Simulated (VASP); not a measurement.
A run of VASP 6.6.1 is set up as follows.

File INCAR:

```
SYSTEM = Ti
  PREC = Accurate
  ENCUT = 520
  EDIFF = 1E-6
  ISMEAR = 0
  SIGMA = 0.1
  LREAL = .False.
  LASPH = .True.
  NELM = 100
  ALGO = Normal
  ISIF = 2
  LWAVE = .False.
  LCHARG = .False.
  GGA = PS
  NBANDS = 12
```

KPOINTS

```
Automatic mesh
0
Gamma
  18 18 18
  0 0 0
```

POSCAR

```
Ti
1.0
   -1.6210093343      1.6210093343      1.6210093343
    1.6210093343     -1.6210093343      1.6210093343
    1.6210093343      1.6210093343     -1.6210093343
Ti
1
Direct
    0.0000000000      0.0000000000      0.0000000000
```

Potentials or basis: VASP PAW PBE potentials, release 64 (Ti_sv).

Command:

```console
$ cat potpaw_PBE.64/Ti_sv/POTCAR > POTCAR
$ mpirun -np 1 vasp_std > vasp.out
```

(1) What does it give for the pressure?

(2) Predict the band gap on the k mesh.

Answers

(1) -3.4 GPa.

(2) zero (band 6 reaches 9.16 eV, above the bottom of band 7 at 7.56 eV).

Caveat: the PAW data sets were made with another functional, which shifts forces and pressure a little.
